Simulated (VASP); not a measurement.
The system is ScHO2.

```
Sc H O
1.0
     1.61659    0.93334    4.53092
    -1.61659    0.93334    4.53092
     0.00000   -1.86668    4.53092
Sc H O
1 1 2
Direct
  0.00000 0.00000 0.00000
  0.50000 0.50000 0.50000
  0.58970 0.58970 0.58970
  0.41030 0.41030 0.41030
```

| Item | Value |
| --- | --- |
| Program | VASP 6.6.1 |
| Task | relaxation of cell and atoms |
| Functional | LDA |
| Potentials or basis | VASP PAW LDA potentials, release 64 (Sc_sv, H, O) |
| Cutoff | 600 eV |
| k mesh | 6 × 6 × 6 |
| Occupations | gaussian, width 0.1 eV |
| Spin | no spin polarisation |

At the start: pressure -8.8 GPa; volume 10.25 Å³/atom.

Problem. Where does the relaxation end?

Solution. Over 6 steps the energy falls by 16.4 meV/atom and the volume is 9.70 Å³/atom (-5.4 %); space group R-3m (No. 166, to 0.1 Å) before and after.

The path:
```csv
step,energy change (eV),largest force (eV/Å),pressure (GPa),volume (Å³)
1,0.0000,0.3778,-8.82,41.02
2,-0.0414,0.5067,5.70,37.76
3,-0.0651,0.1448,-0.30,38.93
4,-0.0651,0.1556,-0.10,38.89
5,-0.0656,0.0663,0.33,38.77
6,-0.0658,0.0091,0.19,38.81
```

Final structure:
```xyz
4
Lattice="1.5861 0.9157 4.4531 -1.5861 0.9157 4.4531 0.0000 -1.8315 4.4531" Properties=species:S:1:pos:R:3 pbc="T T T"
Sc    0.0000    1.8315    8.9063
H     0.0000    0.0000    6.6797
O     0.0000    0.0000    7.8852
O     0.0000    0.0000    5.4743
```
